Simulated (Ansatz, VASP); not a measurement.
# One calculation of La2O3, two programs

```xyz
5
Lattice="3.9059 0.0000 0.0000 -1.9529 3.3826 0.0000 0.0000 0.0000 6.0413" Properties=species:S:1:pos:R:3 pbc="T T T"
La    1.9529    1.1275    4.5588
La    0.0000    2.2550    1.4825
O     1.9529    1.1275    2.1388
O     0.0000    2.2550    3.9025
O     0.0000    0.0000    0.0000
```

Alike in both runs: functional PBEsol; k mesh 6 × 6 × 4; no spin polarisation.

Ansatz relaxed the structure, and its values are those at the end. VASP's run is a single point on that final structure, the one shown.

|  | VASP | Ansatz |
| --- | --- | --- |
| version | VASP 6.6.1 | Ansatz 0.2.0 |
| potentials or method | VASP PAW PBE potentials, release 64 (La, O) | plane waves, PAW |
| plane-wave cutoff (eV) | 520 | 420 |
| occupations | gaussian, width 0.01 eV | fixed |
| valence electrons in the cell | 40 | 40 |

Ansatz gave:

| Property | Result |
| --- | --- |
| pressure (GPa) | 0.0 |

Which values does VASP return?

Pressure (GPa): -0.2.

VASP's potentials were made for PBE, not for PBEsol.

Neither program's run includes spin-orbit coupling.
